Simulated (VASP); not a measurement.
Crystal: Ba.

```
Ba
1.0
     4.60767   -2.74785    0.00000
     4.60767    2.74785    0.00000
    -2.57361    0.00000   11.92971
Ba
4
Direct
  0.05040 0.05040 0.09960
  0.94960 0.94960 0.90040
  0.50500 0.50500 0.60000
  0.49500 0.49500 0.40000
```

* Program: VASP 6.6.1
* Task: relaxation of cell and atoms
* Functional: PBE
* Potentials or basis: VASP PAW PBE potentials, release 64 (Ba_sv)
* Cutoff: 600 eV
* k mesh: 4 × 4 × 2
* Occupations: gaussian, width 0.1 eV
* Spin: no spin polarisation

At the start: pressure 9.7 GPa; volume 75.52 Å³/atom.

Q: Where does the relaxation end?

A: Over 48 steps the energy falls by 2852.2 meV/atom and the volume is 64.78 Å³/atom (-14.2 %); space group C2/m (No. 12, to 0.05 Å).

Step by step:
```tsv
step	energy change (eV)	largest force (eV/Å)	pressure (GPa)	volume (Å³)
1	0.0000	14.4871	9.70	302.09
3	-9.5184	0.1463	-1.38	473.29
5	-9.9776	0.0749	-1.51	391.73
7	-9.9762	0.0781	-1.49	389.37
9	-10.6296	0.3917	1.33	234.41
11	-10.9265	0.2584	-0.10	278.54
13	-10.9897	0.2040	0.06	266.66
15	-11.0042	0.1644	0.18	259.25
17	-11.0339	0.0854	-0.03	263.06
19	-11.0536	0.1503	0.01	261.36
21	-11.0586	0.1888	0.04	259.78
23	-11.0669	0.1976	0.04	259.55
25	-11.0871	0.2245	0.08	257.81
27	-11.1177	0.2109	0.03	260.03
29	-11.1279	0.2089	0.01	261.02
31	-11.1926	0.1810	-0.18	267.20
33	-11.2063	0.1521	-0.29	270.73
35	-11.2484	0.1629	0.00	261.40
37	-11.2540	0.1897	0.17	256.07
39	-11.2834	0.1984	-0.07	263.49
41	-11.3452	0.1749	-0.17	264.43
43	-11.3746	0.1304	-0.21	264.93
45	-11.3951	0.1214	0.10	255.45
47	-11.4053	0.0470	-0.01	258.78
48	-11.4088	0.0286	-0.03	259.12
```

Final structure:
```
Ba
1.0
     3.72412   -2.30043   -0.79835
     3.72412    2.30043   -0.79835
    -5.16099    0.00000   16.22920
Ba
4
Direct
  0.97006 0.97006 0.12439
  0.02994 0.02994 0.87561
  0.40307 0.40307 0.62482
  0.59693 0.59693 0.37518
```
